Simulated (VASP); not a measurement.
Input of a VASP 6.6.1 run:

INCAR

```
ALGO = Normal
EDIFF = 1E-6
ENCUT = 520
GGA = PS
ISIF = 2
ISMEAR = 0
LASPH = True
LCHARG = True
LELF = True
LREAL = False
LVHAR = True
LWAVE = False
NBANDS = 17
NELM = 80
PREC = Accurate
SIGMA = 0.03
```

The input KPOINTS:

```
k-points
0
Gamma
  10 10 10
```

POSCAR

```
SnTe
1.0
    0.0000000000      3.1722825000      3.1565000000
    3.1565000000      0.0000000000      3.1565000000
    3.1565000000      3.1722825000      0.0000000000
Sn Te
1 1
Direct
    0.0000000000      0.0000000000      0.0000000000
    0.5000000000      0.5000000000      0.5000000000
```

Potentials or basis: VASP PAW PBE potentials, release 64 (Sn_d, Te).

Command:

```sh
$ cat potpaw_PBE.64/Sn_d/POTCAR potpaw_PBE.64/Te/POTCAR > POTCAR
$ mpirun -np 1 vasp_std > vasp.out
```

Question: Estimate the band gap on the k mesh.

Answer: 0.11 eV.

Question: Estimate the pressure.

Answer: -0.8 GPa.

Stress tensor (GPa, compression positive):
```
-0.58  0.00  0.00
 0.00 -1.20  0.00
 0.00  0.00 -0.58
```

Caveat: the cell differs from its parent crystal (strain +0.0050 x Voigt [0, 1, 0, 0, 0, 0]); the PAW data sets were made with another functional, which shifts forces and pressure a little; spin-orbit coupling is left out, which moves the levels of the heavy elements. A k mesh can miss the band edges.
